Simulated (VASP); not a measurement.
## MgZn2Te3: relaxation of cell and atoms with PBE

The system is MgZn2Te3.

```xyz
12
Lattice="4.4331 0.0000 0.0000 -2.2165 3.8392 0.0000 0.0000 0.0000 21.9773" Properties=species:S:1:pos:R:3 pbc="T T T"
Mg    0.0000    2.5594    0.0510
Mg    2.2165    1.2797   11.0396
Zn    0.0000    2.5594    7.3110
Zn    0.0000    2.5594   14.7490
Zn    2.2165    1.2797    3.7604
Zn    2.2165    1.2797   18.2996
Te    0.0000    2.5594    2.8803
Te    0.0000    2.5594    9.9915
Te    0.0000    2.5594   17.4330
Te    2.2165    1.2797    6.4444
Te    2.2165    1.2797   13.8689
Te    2.2165    1.2797   20.9801
```

* Program: VASP 6.6.1
* Task: relaxation of cell and atoms
* Functional: PBE
* Potentials or basis: VASP PAW PBE potentials, release 64 (Mg, Zn, Te)
* Cutoff: 600 eV
* k mesh: 6 × 6 × 2
* Occupations: gaussian, width 0.02 eV
* Spin: no spin polarisation
* Dipole correction: no
* Further INCAR settings: ALGO = Normal; EDIFF = 1e-07; IBRION = 2; EDIFFG = -0.01; NSW = 100; ISIF = 3

```
Relaxed volume                        : 31.18 Å³/atom
Relaxed cell                          : a = 4.434 Å, b = 4.434 Å, c = 21.977 Å, α = 90.00°, β = 90.00°, γ = 120.00°
Space group after relaxing (to 0.1 Å) : P6_3mc (No. 186)
Energy gained by relaxing             : 0.0 meV/atom
Ionic steps                           : 3
Pressure after relaxing               : 0.0 GPa
Largest force after relaxing          : 0.006 eV/Å
Band gap on the k mesh                : 1.23 eV
```

Forces on the atoms (eV/Å):
```
Mg   0.000  0.000 -0.002
Mg   0.000  0.000 -0.002
Zn   0.000  0.000  0.006
Zn   0.000  0.000 -0.004
Zn   0.000  0.000 -0.004
Zn   0.000  0.000  0.006
Te   0.000  0.000  0.000
Te   0.000  0.000  0.003
Te   0.000  0.000 -0.002
Te   0.000  0.000 -0.002
Te   0.000  0.000  0.000
Te   0.000  0.000  0.003
```

Final structure:
```cif
data_structure
_symmetry_space_group_name_H-M 'P 1'
_symmetry_Int_Tables_number 1
_cell_length_a 4.4335
_cell_length_b 4.4335
_cell_length_c 21.9775
_cell_angle_alpha 90.000
_cell_angle_beta 90.000
_cell_angle_gamma 120.000
_cell_volume 374.12
loop_
_atom_site_label
_atom_site_type_symbol
_atom_site_fract_x
_atom_site_fract_y
_atom_site_fract_z
_atom_site_occupancy
Mg1 Mg 0.33333 0.66667 0.00236 1
Mg2 Mg 0.66667 0.33333 0.50236 1
Zn1 Zn 0.33333 0.66667 0.33265 1
Zn2 Zn 0.33333 0.66667 0.67109 1
Zn3 Zn 0.66667 0.33333 0.17109 1
Zn4 Zn 0.66667 0.33333 0.83265 1
Te1 Te 0.33333 0.66667 0.13096 1
Te2 Te 0.33333 0.66667 0.45470 1
Te3 Te 0.33333 0.66667 0.79325 1
Te4 Te 0.66667 0.33333 0.29325 1
Te5 Te 0.66667 0.33333 0.63096 1
Te6 Te 0.66667 0.33333 0.95470 1
```

Levels at points of the mesh, in eV from the valence-band top:
| k point | band 42 | band 43 | band 44 | band 45 | band 46 | band 47 |
| --- | --- | --- | --- | --- | --- | --- |
| (0.00, 0.00, 0.00) | -0.11 | 0.00 | 0.00 | 1.23 | 1.65 | 1.75 |
| (0.50, 0.00, 0.00) | -1.09 | -0.90 | -0.71 | 2.01 | 2.19 | 2.35 |
| (0.00, 0.00, 0.50) | -0.04 | -0.04 | -0.04 | 1.60 | 1.60 | 1.81 |
| (0.50, 0.00, 0.50) | -1.27 | -0.78 | -0.78 | 2.21 | 2.21 | 2.37 |

It took 19 min on 1 thread of Oxide Virtual Turin-like Processor, with other jobs on the host, peak memory 0.71 GiB.

Caveat: spin-orbit coupling is left out, which moves the levels of the heavy elements. A k mesh can miss the band edges.
